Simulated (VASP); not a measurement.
# SnS4 (P4/mmm) in VASP: notebook, part 2 of 2

VASP 6.6.1. The steps go on from the part before.

### Step 4. Single point, PBE

This run uses another cell than the first one, of the same volume but with other edges.

Contents of INCAR:

```
ALGO = Normal
EDIFF = 1E-6
ENCUT = 520
GGA = PE
ISIF = 2
ISMEAR = 0
LASPH = True
LCHARG = False
LREAL = False
LWAVE = False
NBANDS = 27
NELM = 100
PREC = Accurate
SIGMA = 0.1
```

Contents of KPOINTS:

```
k-points
0
Gamma
  8 8 8
```

Contents of POSCAR:

```
SnS4
1.0
    4.4269213462      0.0000000000      0.0000000000
    0.0000000000      4.4269213462      0.0000000000
    0.0000000000      0.0000000000      5.7886555295
Sn S
1 4
Direct
    0.5000000000      0.5000000000      0.5000000000
    0.0000000000      0.5000000000      0.0000000000
    0.5000000000      0.0000000000      0.0000000000
    0.5000000000      0.5000000000      0.0000000000
    0.0000000000      0.0000000000      0.5000000000
```

Potentials or basis: VASP PAW PBE potentials, release 64 (Sn_d, S).

Run with:

```console
$ cat potpaw_PBE.64/Sn_d/POTCAR potpaw_PBE.64/S/POTCAR > POTCAR
$ mpirun -np 1 vasp_std > vasp.out
```

OUTCAR:

```text
EDIFF = 1E-6
   ENCUT = 520
   GGA = PE
   ISIF = 2
   ISMEAR = 0
   LASPH = True
   LREAL = False
   NELM = 100
   PREC = Accurate

 ion  position               nearest neighbor table
   1  0.500  0.500  0.500-   4 2.89   4 2.89   5 3.13   5 3.13   5 3.13   5 3.13
   2  0.000  0.500  0.000-   4 2.21   4 2.21
   3  0.500  0.000  0.000-   4 2.21   4 2.21
   4  0.500  0.500  0.000-   2 2.21   3 2.21   3 2.21   2 2.21   1 2.89   1 2.89
   5  0.000  0.000  0.500-   1 3.13   1 3.13   1 3.13   1 3.13

  LATTYP: Found a simple tetragonal cell.
 ALAT       =     4.4269213462
 C/A-ratio  =     1.3076029766

  Lattice vectors:

 A1 = (   4.4269213462,   0.0000000000,   0.0000000000)
 A2 = (   0.0000000000,   4.4269213462,   0.0000000000)
 A3 = (   0.0000000000,   0.0000000000,   5.7886555295)

Analysis of symmetry for initial positions (statically):
=====================================================================
 Subroutine PRICEL returns:
 Original cell was already a primitive cell.

[... 173 lines left out ...]

  energy without entropy =      -17.48510957  energy(sigma->0) =      -17.49313820

 E-fermi :   4.5633     XC(G=0):  -9.5760

 val. band max:        4.5500219383   @ k =   0.3750   0.1250   0.2500
 cond. band min:       4.5737806948   @ k =   0.2500   0.1250   0.3750
 fundamental gap:      0.0237587565
 Fermi energy:         4.5632887862

 k-point     1 :       0.0000    0.0000    0.0000
  band No.  band energies     occupation
      1     -17.1374      2.00000
      2     -17.0973      2.00000
      3     -17.0973      2.00000
      4     -17.0603      2.00000
      5     -17.0456      2.00000
      6     -12.1141      2.00000
[... 709 lines left out ...]
     26      11.3094      0.00000
     27      12.9075      0.00000

 [... further k-points ...]

------------------------ aborting loop because EDIFF is reached ----------------------------------------

  FORCE on cell =-STRESS in cart. coord.  units (eV):
  Direction    XX          YY          ZZ          XY          YZ          ZX
  --------------------------------------------------------------------------------------
  -------------------------------------------------------------------------------------
  Total       -0.1624107     -0.1624107     -0.0635384      0.0000000      0.0000000     -0.0000000
  in kB       -2.2937380     -2.2937380     -0.8973577      0.0000000      0.0000000     -0.0000000
  external PRESSURE =      -1.8282779 kB  Pullay stress =       0.0000000 kB

 VOLUME and BASIS-vectors are now :
 -----------------------------------------------------------------------------
  energy-cutoff  :      520.00
  volume of cell :      113.44
      direct lattice vectors                 reciprocal lattice vectors
     4.426921346  0.000000000  0.000000000     0.225890618  0.000000000  0.000000000
     0.000000000  4.426921346  0.000000000     0.000000000  0.225890618  0.000000000
     0.000000000  0.000000000  5.788655529     0.000000000  0.000000000  0.172751686

 POSITION                                       TOTAL-FORCE (eV/Angst)
 -----------------------------------------------------------------------------------
      2.21346      2.21346      2.89433         0.000000      0.000000      0.000000
      0.00000      2.21346      0.00000         0.000000      0.000000      0.000000
      2.21346      0.00000      0.00000         0.000000      0.000000      0.000000
      2.21346      2.21346      0.00000         0.000000      0.000000      0.000000
      0.00000      0.00000      2.89433         0.000000      0.000000      0.000000
 -----------------------------------------------------------------------------------
    total drift:                                0.000000      0.000000      0.000000

  FREE ENERGIE OF THE ION-ELECTRON SYSTEM (eV)
  ---------------------------------------------------
  free  energy   TOTEN  =       -17.5011668193 eV

  energy  without entropy=      -17.4851095715  energy(sigma->0) =      -17.49313820
```

Run time: 90 s. Hardware: 1 thread of Intel Xeon 6975P-C (Granite Rapids), shared host; peak memory 0.35 GiB.

Results:

- Free energy: -17.5012 eV
- Pressure: -0.2 GPa
- Band gap on the k mesh: zero (bands 19 and 20 overlap by 0.97 eV)

Caveat: spin-orbit coupling is left out, which moves the levels of the heavy elements.

### Step 5. Relaxation of cell and atoms, PBE

This run uses another cell than the first one, of 27.45 Å³/atom.

Contents of INCAR:

```
SYSTEM = SnS4
  ALGO = Normal
  EDIFF = 1E-6
  EDIFFG = -0.04
  ENCUT = 600
  GGA = PE
  IBRION = 2
  ISIF = 3
  ISMEAR = 0
  LASPH = .TRUE.
  LCHARG = .FALSE.
  LREAL = .FALSE.
  LWAVE = .FALSE.
  NELM = 80
  NSW = 90
  PREC = Accurate
  SIGMA = 0.1
```

Contents of KPOINTS:

```
k-points
0
G
  4 4 4
  0 0 0
```

POSCAR: that of step 4 with these lines changed.

```diff
@@ -2,5 +2,5 @@
 1.0
-    4.4269213462      0.0000000000      0.0000000000
-    0.0000000000      4.4269213462      0.0000000000
-    0.0000000000      0.0000000000      5.7886555295
+    4.9277704500      0.0000000000      0.0000000000
+    0.0000000000      4.9277704500      0.0000000000
+    0.0000000000      0.0000000000      5.6512243000
 Sn S
```

Potentials or basis: VASP PAW PBE potentials, release 64 (Sn_d, S).

Run with:

```console
$ cat potpaw_PBE.64/Sn_d/POTCAR potpaw_PBE.64/S/POTCAR > POTCAR
$ mpirun -np 1 vasp_std > vasp.out
```

OUTCAR:

```text
SYSTEM = SnS4
   EDIFF = 1E-6
   EDIFFG = -0.04
   ENCUT = 600
   GGA = PE
   IBRION = 2
   ISIF = 3
   ISMEAR = 0
   LASPH = .TRUE.
   LREAL = .FALSE.
   NELM = 80
   NSW = 90
   PREC = Accurate

 ion  position               nearest neighbor table
   1  0.500  0.500  0.500-   4 2.83   4 2.83
   2  0.000  0.500  0.000-   4 2.46   4 2.46
   3  0.500  0.000  0.000-   4 2.46   4 2.46
   4  0.500  0.500  0.000-   2 2.46   3 2.46   3 2.46   2 2.46   1 2.83   1 2.83
   5  0.000  0.000  0.500-

  LATTYP: Found a simple tetragonal cell.
 ALAT       =     4.9277704500
 C/A-ratio  =     1.1468115971

  Lattice vectors:

 A1 = (   4.9277704500,   0.0000000000,   0.0000000000)
 A2 = (   0.0000000000,   4.9277704500,   0.0000000000)
 A3 = (   0.0000000000,   0.0000000000,   5.6512243000)

Analysis of symmetry for initial positions (statically):
=====================================================================
 Subroutine PRICEL returns:
 Original cell was already a primitive cell.

 Routine SETGRP: Setting up the symmetry group for a
 simple tetragonal supercell.

 Subroutine GETGRP returns: Found 16 space group operations
 (whereof 16 operations were pure point group operations)
 out of a pool of 16 trial point group operations.

The static configuration has the point symmetry D_4h.

Analysis of symmetry for dynamics (positions and initial velocities):
=====================================================================
 Subroutine PRICEL returns:
 Original cell was already a primitive cell.
[... 144 lines left out ...]
 NGX is ok and might be reduce to    40

--------------------------------------- Ionic step        1  -------------------------------------------

 number of electron      38.0000000 magnetization

 Free energy of the ion-electron system (eV)
  ---------------------------------------------------
  ext. energy  EPLUGINS =         0.00000000
  ---------------------------------------------------
  free energy    TOTEN  =       -16.49197956 eV

  energy without entropy =      -16.46073874  energy(sigma->0) =      -16.47635915

 E-fermi :   2.6196     XC(G=0):  -8.7644

 val. band max:        2.6167619997   @ k =   0.2500   0.0000   0.5000
 cond. band min:       2.6293153506   @ k =   0.5000   0.2500   0.2500
 fundamental gap:      0.0125533509
 Fermi energy:         2.6195758060

 k-point     1 :       0.0000    0.0000    0.0000
  band No.  band energies     occupation
      1     -19.2107      2.00000
      2     -19.2019      2.00000
      3     -19.1952      2.00000
      4     -19.1827      2.00000
      5     -19.1827      2.00000
      6     -11.9236      2.00000
[... 729 lines left out ...]
--------------------------------------- Ionic step        8  -------------------------------------------

 number of electron      37.9999998 magnetization

 Free energy of the ion-electron system (eV)
  ---------------------------------------------------
  ext. energy  EPLUGINS =         0.00000000
  ---------------------------------------------------
  free energy    TOTEN  =       -17.32655511 eV

  energy without entropy =      -17.31711010  energy(sigma->0) =      -17.32183261

 E-fermi :   4.5164     XC(G=0):  -9.5727

 val. band max:        4.3956029368   @ k =   0.5000   0.2500   0.2500
 cond. band min:       4.5218886939   @ k =   0.5000   0.0000   0.0000
 fundamental gap:      0.1262857571
 Fermi energy:         4.5163818594

 k-point     1 :       0.0000    0.0000    0.0000
  band No.  band energies     occupation
      1     -17.1830      2.00000
      2     -17.1467      2.00000
      3     -17.1467      2.00000
      4     -17.1295      2.00000
      5     -17.1158      2.00000
      6     -11.8212      2.00000
[... 489 lines left out ...]
  FREE ENERGIE OF THE ION-ELECTRON SYSTEM (eV)
  ---------------------------------------------------
  free  energy   TOTEN  =       -17.3265551146 eV

  energy  without entropy=      -17.3171100972  energy(sigma->0) =      -17.32183261

 reached required accuracy - stopping structural energy minimisation
```

CONTCAR:

```text
SnS4
   1.00000000000000
     4.4746578628274660    0.0000000000000000    0.0000000000000000
     0.0000000000000000    4.4746578628274660    0.0000000000000000
     0.0000000000000000    0.0000000000000000    5.6797439662261917
  Sn              S
     1     4
Direct
     0.5000000000000000    0.5000000000000000    0.5000000000000000
     0.0000000000000000    0.5000000000000000    0.0000000000000000
     0.5000000000000000    0.0000000000000000    0.0000000000000000
     0.5000000000000000    0.5000000000000000    0.0000000000000000
     0.0000000000000000    0.0000000000000000    0.5000000000000000

  0.00000000E+00  0.00000000E+00  0.00000000E+00
  0.00000000E+00  0.00000000E+00  0.00000000E+00
  0.00000000E+00  0.00000000E+00  0.00000000E+00
  0.00000000E+00  0.00000000E+00  0.00000000E+00
  0.00000000E+00  0.00000000E+00  0.00000000E+00
```

Run time: 2.9 min. Hardware: 1 thread of Intel Xeon 6975P-C (Granite Rapids), shared host; peak memory 0.3 GiB.

Results:

- Free energy: -17.3266 eV
- Relaxed volume: 22.74 Å³/atom
- Relaxed cell: a = 4.475 Å, b = 4.475 Å, c = 5.680 Å, α = 90.00°, β = 90.00°, γ = 90.00°
- Space group after relaxing (to 0.1 Å): P4/mmm (No. 123)
- Energy gained by relaxing: 166.9 meV/atom
- Ionic steps: 8
- Pressure after relaxing: -0.1 GPa
- Band gap on the k mesh: zero (bands 19 and 20 overlap by 0.76 eV)

Step by step:
| step | energy change (eV) | largest force (eV/Å) | pressure (GPa) | volume (Å³) |
| --- | --- | --- | --- | --- |
| 1 | 0.0000 | 0.0000 | -6.67 | 137.23 |
| 2 | -0.7776 | 0.0000 | -1.53 | 115.66 |
| 3 | -0.8126 | 0.0000 | 0.31 | 111.49 |
| 4 | -0.8129 | 0.0000 | 0.57 | 111.01 |
| 5 | -0.8291 | 0.0000 | 0.46 | 111.81 |
| 6 | -0.8336 | 0.0000 | 0.40 | 112.63 |
| 7 | -0.8337 | 0.0000 | 0.39 | 112.56 |
| 8 | -0.8346 | 0.0000 | -0.15 | 113.72 |

Final structure:
```yaml
crystal:
  lattice:
    - [4.47466, 0.00000, 0.00000]
    - [0.00000, 4.47466, 0.00000]
    - [0.00000, 0.00000, 5.67974]
  atoms:
    - { symbol: Sn, position: [0.50000, 0.50000, 0.50000] }
    - { symbol: S, position: [0.00000, 0.50000, 0.00000] }
    - { symbol: S, position: [0.50000, 0.00000, 0.00000] }
    - { symbol: S, position: [0.50000, 0.50000, 0.00000] }
    - { symbol: S, position: [0.00000, 0.00000, 0.50000] }
```

Levels at points of the mesh, in eV from the Fermi level:
```
           k point  band 16  band 17  band 18  band 19  band 20  band 21  band 22  band 23
(0.00, 0.00, 0.00)    -1.14    -0.88    -0.37    -0.37     1.10     4.24     4.24     5.15
(0.50, 0.00, 0.00)    -0.69    -0.56    -0.22     0.01     0.04     0.19     1.10     2.09
(0.50, 0.50, 0.00)    -2.09    -1.63    -0.97    -0.61    -0.61     1.08     1.22     4.44
(0.00, 0.00, 0.50)    -1.34    -1.05    -0.56    -0.56     0.64     1.94     3.47     3.47
(0.50, 0.00, 0.50)    -1.14    -1.09    -0.94    -0.37     0.68     1.32     1.34     1.46
(0.50, 0.50, 0.50)    -0.67    -0.67    -0.59    -0.59    -0.13     0.73     1.08     2.30
```

Caveat: the volume moved by over 15 % at a fixed basis, so the end points are rough; semilocal functionals underestimate gaps, so a narrow gap can read as zero; spin-orbit coupling is left out, which moves the levels of the heavy elements.

### Step 6. The runs side by side

```csv
task,cell,k mesh,cutoff (eV),gap on the mesh (eV),pressure (GPa)
single point,"a = 4.476, b = 4.476, c = 5.656 Å, 5 atoms",4 × 4 × 4,520,none,-0.1
single point,"a = 4.928, b = 4.928, c = 5.651 Å, 5 atoms",4 × 4 × 4,520,none,-6.7
single point,"a = 4.427, b = 4.427, c = 5.789 Å, 5 atoms",8 × 8 × 8,520,none,-0.2
relaxation of cell and atoms,"relaxed from a = 4.928, b = 4.928, c = 5.651 Å, 5 atoms",4 × 4 × 4,600,none,-0.1
```

Alike in all rows: level PBE; potentials or basis VASP PAW PBE potentials, release 64 (Sn_d, S); no spin polarisation; smearing gaussian 0.1 eV.

Caveats: spin-orbit coupling is left out, which moves the levels of the heavy elements; semilocal functionals underestimate gaps, so a narrow gap can read as zero (at least some runs); the cell stands under tension (at least some runs); the volume moved by over 15 % at a fixed basis, so the end points are rough (at least some runs).

Total energies depend on the potentials used, so only differences within one code and one set of settings carry meaning.
